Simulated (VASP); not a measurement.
Input of a VASP 6.6.1 run:

The input INCAR:

```
SYSTEM = Al4P
  ALGO = Normal
  EDIFF = 1E-6
  ENCUT = 520
  GGA = PE
  ISIF = 2
  ISMEAR = 0
  LASPH = .True.
  LCHARG = .True.
  LELF = .True.
  LREAL = .False.
  LVHAR = .True.
  LWAVE = .False.
  NBANDS = 16
  NELM = 60
  PREC = Accurate
  SIGMA = 0.1
```

Contents of KPOINTS:

```
k-points
0
Gamma
  10 10 10
  0 0 0
```

POSCAR

```
Al4P
1.0
   -2.8942031158      2.8942031158      2.8942031158
    2.8942031158     -2.8942031158      2.8942031158
    2.8942031158      2.8942031158     -2.8942031158
Al P
4 1
Direct
    0.0000000000      0.5000000000      0.0000000000
    0.5000000000      0.5000000000      0.5000000000
    0.0000000000      0.0000000000      0.5000000000
    0.5000000000      0.0000000000      0.0000000000
    0.0000000000      0.0000000000      0.0000000000
```

Potentials or basis: VASP PAW PBE potentials, release 64 (Al, P).

Command:

```console
$ cat potpaw_PBE.64/Al/POTCAR potpaw_PBE.64/P/POTCAR > POTCAR
$ mpirun -np 1 vasp_std > vasp.out
```

Task: What does it give for the pressure?

Result: -0.1 GPa.
